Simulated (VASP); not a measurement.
# Cu in VASP: relaxation of the atoms with PBEsol

Aim: the relaxation of the atoms of Cu with PBEsol.

All numbers are computed with VASP 6.6.1; they aren't measurements. Logs are shortened: lines on timing, memory, paths and dates and some standing lists are left out, and cuts for length are marked.

### Step 1. The cell of the first run

The cell holds a slab with vacuum, 7 atoms: a = 2.521 Å, b = 2.521 Å, c = 27.350 Å, α = 90.00°, β = 90.00°, γ = 120.00°.

### Step 2. Relaxation of the atoms, PBEsol

The input, INCAR:

```
SYSTEM = Cu
PREC     = Accurate       ! precision mode
ENCUT    = 520            ! plane-wave cutoff, eV
EDIFF    = 1E-7           ! SCF threshold, eV
ISMEAR   = 0              ! smearing method
SIGMA    = 0.1            ! smearing width, eV
LREAL    = .False.        ! projectors in reciprocal space
LASPH    = .True.         ! aspherical terms in the spheres
NELM     = 60             ! most SCF steps
ALGO     = Fast           ! electronic algorithm
ISIF     = 2              ! what is computed and relaxed
LWAVE    = .False.        ! write WAVECAR
LCHARG   = .False.        ! write CHGCAR
LDIPOL   = .True.       
IDIPOL   = 3            
DIPOL    = 0.5 0.5 0.500
GGA      = PS             ! functional
IBRION   = 2              ! ionic algorithm
NSW      = 80             ! ionic steps
EDIFFG   = -0.02          ! ionic threshold
```

The input, KPOINTS:

```
regular mesh
0
Gamma
  15 15 1
  0 0 0
```

The input, POSCAR:

```
Cu
1.0
    2.5205910253      0.0000000000      0.0000000000
   -1.2602955127      2.1828958605      0.0000000000
    0.0000000000      0.0000000000     27.3495698005
Cu
7
Direct
    0.6666666667      0.3333333333      0.2742273482
    0.3333333333      0.6666666667      0.3494848988
    0.6666666667      0.3333333333      0.4247424494
    0.3333333333      0.6666666667      0.5000000000
    0.6666666667      0.3333333333      0.5752575506
    0.3333333333      0.6666666667      0.6505151012
    0.6666666667      0.3333333333      0.7257726518
```

Potentials or basis: VASP PAW PBE potentials, release 64 (Cu).

Started as:

```sh
$ cat potpaw_PBE.64/Cu/POTCAR > POTCAR
$ mpirun -np 1 vasp_std > vasp.out
```

OUTCAR:

```text
SYSTEM = Cu
   PREC = Accurate
   ENCUT = 520
   EDIFF = 1E-7
   ISMEAR = 0
   LREAL = .False.
   LASPH = .True.
   NELM = 60
   ISIF = 2
   GGA = PS
   IBRION = 2
   NSW = 80
   EDIFFG = -0.02

 ion  position               nearest neighbor table
   1  0.667  0.333  0.274-   2 2.52   2 2.52   2 2.52
   2  0.333  0.667  0.349-   1 2.52   3 2.52   1 2.52   3 2.52   1 2.52   3 2.52
   3  0.667  0.333  0.425-   2 2.52   4 2.52   2 2.52   4 2.52   2 2.52   4 2.52
   4  0.333  0.667  0.500-   3 2.52   5 2.52   3 2.52   5 2.52   3 2.52   5 2.52
   5  0.667  0.333  0.575-   4 2.52   6 2.52   4 2.52   6 2.52   4 2.52   6 2.52
   6  0.333  0.667  0.651-   5 2.52   7 2.52   5 2.52   7 2.52   5 2.52   7 2.52
   7  0.667  0.333  0.726-   6 2.52   6 2.52   6 2.52

  LATTYP: Found a hexagonal cell.
 ALAT       =     2.5205910253
 C/A-ratio  =    10.8504590892

  Lattice vectors:

 A1 = (   2.5205910253,   0.0000000000,   0.0000000000)
 A2 = (  -1.2602955127,   2.1828958605,   0.0000000000)
 A3 = (   0.0000000000,   0.0000000000,  27.3495698005)

Analysis of symmetry for initial positions (statically):
=====================================================================
 Subroutine PRICEL returns:
 Original cell was already a primitive cell.

 Routine SETGRP: Setting up the symmetry group for a
 hexagonal supercell.

 Subroutine GETGRP returns: Found 12 space group operations
 (whereof 12 operations were pure point group operations)
 out of a pool of 24 trial point group operations.

The static configuration has the point symmetry D_3h.

Analysis of symmetry for dynamics (positions and initial velocities):
=====================================================================
 Subroutine PRICEL returns:
 Original cell was already a primitive cell.

 Routine SETGRP: Setting up the symmetry group for a
 hexagonal supercell.

 Subroutine GETGRP returns: Found 12 space group operations
 (whereof 12 operations were pure point group operations)
 out of a pool of 24 trial point group operations.

The dynamic configuration has the point symmetry D_3h.

 Subroutine INISYM returns: Found 12 space group operations
 (whereof 12 operations are pure point group operations),
 and found     1 'primitive' translations

----------------------------------------------------------------------------------------

                                     Primitive cell

  volume of cell :     150.4825

  direct lattice vectors                    reciprocal lattice vectors
     2.520591025  0.000000000  0.000000000     0.396732350  0.229053529  0.000000000
    -1.260295513  2.182895860  0.000000000     0.000000000  0.458107058  0.000000000
     0.000000000  0.000000000 27.349569800     0.000000000  0.000000000  0.036563646

  length of vectors
     2.520591025  2.520591025 27.349569800     0.458107058  0.458107058  0.036563646

  position of ions in fractional coordinates (direct lattice)
     0.666666667  0.333333333  0.274227348
     0.333333333  0.666666667  0.349484899
     0.666666667  0.333333333  0.424742449
     0.333333333  0.666666667  0.500000000
     0.666666667  0.333333333  0.575257551
     0.333333333  0.666666667  0.650515101
     0.666666667  0.333333333  0.725772652

  ion indices of the primitive-cell ions
   primitive index   ion index
                 1           1
                 2           2
                 3           3
                 4           4
                 5           5
                 6           6
                 7           7

----------------------------------------------------------------------------------------

 KPOINTS: regular mesh

Automatic generation of k-mesh.
 Grid dimensions read from file:
 generate k-points for:   15   15    1

 Generating k-lattice:

  Cartesian coordinates                     Fractional coordinates (reciprocal lattice)
     0.026448823  0.015270235  0.000000000     0.066666667  0.000000000  0.000000000
     0.000000000  0.030540471  0.000000000     0.000000000  0.066666667  0.000000000
     0.000000000  0.000000000  0.036563646     0.000000000  0.000000000  1.000000000

  Length of vectors
     0.030540471  0.030540471  0.036563646

  Shift w.r.t. Gamma in fractional coordinates (k-lattice)
     0.000000000  0.000000000  0.000000000

 Subroutine IBZKPT returns following result:
 ===========================================

 Found     27 irreducible k-points:

 Following reciprocal coordinates:
            Coordinates               Weight
  0.000000  0.000000  0.000000      1.000000
  0.066667 -0.000000  0.000000      6.000000
  0.133333 -0.000000  0.000000      6.000000
  0.200000 -0.000000  0.000000      6.000000
  0.266667 -0.000000  0.000000      6.000000
  0.333333 -0.000000  0.000000      6.000000
[... 16 lines left out ...]
  0.333333  0.200000  0.000000     12.000000
  0.400000  0.200000  0.000000      6.000000
 [... further k-points ...]
   k-points           NKPTS =     27   k-points in BZ     NKDIM =     27   number of bands    NBANDS=     46
   number of dos      NEDOS =    301   number of ions     NIONS =      7
   total plane-waves  NPLWV =  84000
   dimension x,y,z NGX =    20 NGY =   20 NGZ =  210
   dimension x,y,z NGXF=    40 NGYF=   40 NGZF=  420
   ions per type =               7
   NGX,Y,Z   is equivalent  to a cutoff of  13.19, 13.19, 12.76 a.u.
   NGXF,Y,Z  is equivalent  to a cutoff of  26.38, 26.38, 25.53 a.u.
 SYSTEM =  Cu
   PREC   = accura    normal or accurate (medium, high low for compatibility)
   ISTART =      0    job   : 0-new  1-cont  2-samecut
   ICHARG =      2    charge: 1-file 2-atom 10-const
   ISPIN  =      1    spin polarized calculation?
   LNONCOLLINEAR =      F non collinear calculations
   LSORBIT =      F    spin-orbit coupling
   LASPH  =      T    aspherical Exc in radial PAW
   ENCUT  =  520.0 eV  38.22 Ry    6.18 a.u.   4.69  4.69 50.85*2*pi/ulx,y,z
   NELM   =     60;   NELMIN=  2; NELMDL= -5     # of ELM steps
   EDIFF  = 0.1E-06   stopping-criterion for ELM
   LREAL  =      F    real-space projection
   EDIFFG = -.2E-01   stopping-criterion for IOM
   NSW    =     80    number of steps for IOM
   IBRION =      2    ionic relax: 0-MD 1-quasi-New 2-CG
   NFREE  =      1    steps in history (QN), initial steepest desc. (CG)
   ISIF   =      2    stress and relaxation
   ISYM   =      2    0-nonsym 1-usesym 2-fastsym
   POTIM  = 0.5000    time-step for ionic-motion
   TEBEG  =    0.0;   TEEND  =   0.0 temperature during run
   PSTRESS=    0.0 pullay stress
   NELECT =      77.0000    total number of electrons
   NUPDOWN=      -1.0000    fix difference up-down
   EMIN   =  10.00;   EMAX   =-10.00  energy-range for DOS
   EFERMI =   0.00;   METHOD = LEGACY
   ISMEAR =     0;   SIGMA  =   0.10  broadening in eV -4-tet -1-fermi 0-gaus
   EFERMI_NEDOS =   21; number of points for ismear=-14 and -15
   IALGO  =     68    algorithm
   IMIX   =      4    mixing-type and parameters
     AMIX     =   0.40;   BMIX     =  1.00
     AMIX_MAG =   1.60;   BMIX_MAG =  1.00
  volume/ion in A,a.u.               =      21.50       145.07
  Fermi-wavevector in a.u.,A,eV,Ry     =   1.309412  2.474431 23.328015  1.714561
  Thomas-Fermi vector in A             =   2.440013
   LORBIT       =      0    0 simple, 1 ext, 2 COOP (PROOUT), +10 PAW based schemes
   GGA     = PS    functional components
   LHFCALC =     F    Hartree Fock is set to
   AEXX    =    0.0000 exact exchange contribution
   IVDW    =     0    specifies the selected vdW correction
   LEPSILON=     F    determine dielectric tensor
   LRPA    =     F    only Hartree local field effects (RPA)
 conjugate gradient relaxation of ions
 non-spin polarized calculation
 RMM-DIIS sequential band-by-band and
 Gauss-broadening in eV      SIGMA  =   0.10
  energy-cutoff  :      520.00
  volume of cell :      150.48
 maximum number of plane-waves:      4097
 NGX is ok and might be reduce to    20
   NGX =  9   NGY =  9   NGZ =101

--------------------------------------- Ionic step        1  -------------------------------------------

 number of electron      76.9999966 magnetization

 Free energy of the ion-electron system (eV)
  ---------------------------------------------------
  ext. energy  EPLUGINS =         0.00000000
  ---------------------------------------------------
  free energy    TOTEN  =       -29.03927401 eV

  energy without entropy =      -29.03254805  energy(sigma->0) =      -29.03591103

------------------------ aborting loop because EDIFF is reached ----------------------------------------

  FORCE on cell =-STRESS in cart. coord.  units (eV):
  Direction    XX          YY          ZZ          XY          YZ          ZX
  --------------------------------------------------------------------------------------
  -------------------------------------------------------------------------------------
  Total       -1.5102317     -1.5102317      0.2791000      0.0000000     -0.0000000      0.0000000
  in kB      -16.0793414    -16.0793414      2.9715605      0.0000000     -0.0000000      0.0000000
  external PRESSURE =      -9.7290408 kB  Pullay stress =       0.0000000 kB
[... 309 lines left out ...]
  FREE ENERGIE OF THE ION-ELECTRON SYSTEM (eV)
  ---------------------------------------------------
  free  energy   TOTEN  =       -29.0412057976 eV

  energy  without entropy=      -29.0345081915  energy(sigma->0) =      -29.03785699

 dipolmoment           0.000000      0.000000      0.000000 electrons x Angstroem

--------------------------------------- Ionic step        9  -------------------------------------------

 number of electron      76.9999968 magnetization

 dipolmoment           0.000000      0.000000     -0.000000 electrons x Angstroem

 Free energy of the ion-electron system (eV)
  ---------------------------------------------------
  ext. energy  EPLUGINS =         0.00000000
  ---------------------------------------------------
  free energy    TOTEN  =       -29.04152131 eV

  energy without entropy =      -29.03490801  energy(sigma->0) =      -29.03821466

 E-fermi :   1.9328     XC(G=0):  -7.6134

 val. band max:        1.9111603059   @ k =   0.1333   0.1333   0.0000
 cond. band min:       1.9770050357   @ k =   0.4667   0.0667   0.0000
 fundamental gap:      0.0658447298
 Fermi energy:         1.9327851298

 k-point     1 :       0.0000    0.0000    0.0000
  band No.  band energies     occupation
      1      -7.6809      2.00000
      2      -7.1848      2.00000
      3      -6.3805      2.00000
      4      -5.3872      2.00000
      5      -4.3574      2.00000
      6      -3.6823      2.00000
[... 1165 lines left out ...]
     45       7.7807      0.00000
     46       8.5815      0.00000

 [... further k-points ...]

------------------------ aborting loop because EDIFF is reached ----------------------------------------

 vacuum level on the upper side and lower side of the slab       (xc-potential included)        -0.139        -0.139

  FORCE on cell =-STRESS in cart. coord.  units (eV):
  Direction    XX          YY          ZZ          XY          YZ          ZX
  --------------------------------------------------------------------------------------
  -------------------------------------------------------------------------------------
  Total       -1.5446322     -1.5446322      0.1310550      0.0000000      0.0000000      0.0000000
  in kB      -16.4456020    -16.4456020      1.3953341      0.0000000      0.0000000      0.0000000
  external PRESSURE =     -10.4986233 kB  Pullay stress =       0.0000000 kB

 VOLUME and BASIS-vectors are now :
 -----------------------------------------------------------------------------
  energy-cutoff  :      520.00
  volume of cell :      150.48
      direct lattice vectors                 reciprocal lattice vectors
     2.520591025  0.000000000  0.000000000     0.396732350  0.229053529  0.000000000
    -1.260295513  2.182895860  0.000000000     0.000000000  0.458107058  0.000000000
     0.000000000  0.000000000 27.349569800     0.000000000  0.000000000  0.036563646
[... 13 lines left out ...]
  FREE ENERGIE OF THE ION-ELECTRON SYSTEM (eV)
  ---------------------------------------------------
  free  energy   TOTEN  =       -29.0415213133 eV

  energy  without entropy=      -29.0349080107  energy(sigma->0) =      -29.03821466

 reached required accuracy - stopping structural energy minimisation

 vacuum level on the upper side and lower side of the slab         6.714         6.714
```

Run time: 35 min. Hardware: 1 thread of Oxide Virtual Turin-like, shared host; peak memory 0.32 GiB.

What came out:

```yaml
Free_energy: -29.0415 eV
Energy_gained_by_relaxing: 0.3 meV/atom
Ionic_steps: 9
Largest_force_after_relaxing: 0.012 eV/Å
Band_gap_on_the_k_mesh: zero (an odd number of electrons rules out a gap without spin polarisation)
```

Forces in eV/Å, atoms in the order of the input:
```
Cu   0.000  0.000 -0.009
Cu   0.000  0.000 -0.012
Cu   0.000  0.000  0.006
Cu   0.000  0.000  0.000
Cu   0.000  0.000 -0.006
Cu   0.000  0.000  0.012
Cu   0.000  0.000  0.009
```

The path:
```tsv
step	energy change (eV)	largest force (eV/Å)	pressure (GPa)
1	0.0000	0.0997	-0.97
2	-0.0010	0.0562	-0.95
3	-0.0014	0.0417	-0.92
4	-0.0014	0.0437	-0.87
5	-0.0016	0.0232	-0.91
6	-0.0017	0.0353	-0.92
7	-0.0018	0.0266	-0.93
8	-0.0019	0.0223	-0.95
9	-0.0022	0.0118	-1.05
```

Final structure:
```
Cu
1.0
     2.52059    0.00000    0.00000
    -1.26030    2.18290    0.00000
     0.00000    0.00000   27.34957
Cu
7
Direct
  0.66667 0.33333 0.27398
  0.33333 0.66667 0.34875
  0.66667 0.33333 0.42428
  0.33333 0.66667 0.50000
  0.66667 0.33333 0.57572
  0.33333 0.66667 0.65125
  0.66667 0.33333 0.72602
```

Levels at points of the mesh, in eV from the Fermi level:
| k point | band 36 | band 37 | band 38 | band 39 | band 40 | band 41 | band 42 | band 43 |
| --- | --- | --- | --- | --- | --- | --- | --- | --- |
| (0.00, 0.00, 0.00) | -1.91 | -1.91 | -1.74 | -1.74 | -1.74 | -1.74 | -0.88 | -0.56 |

Caveat: the PAW data sets were made with another functional, which shifts forces and pressure a little.

The gap in the log of VASP goes by the Fermi energy; the results here count the filled bands.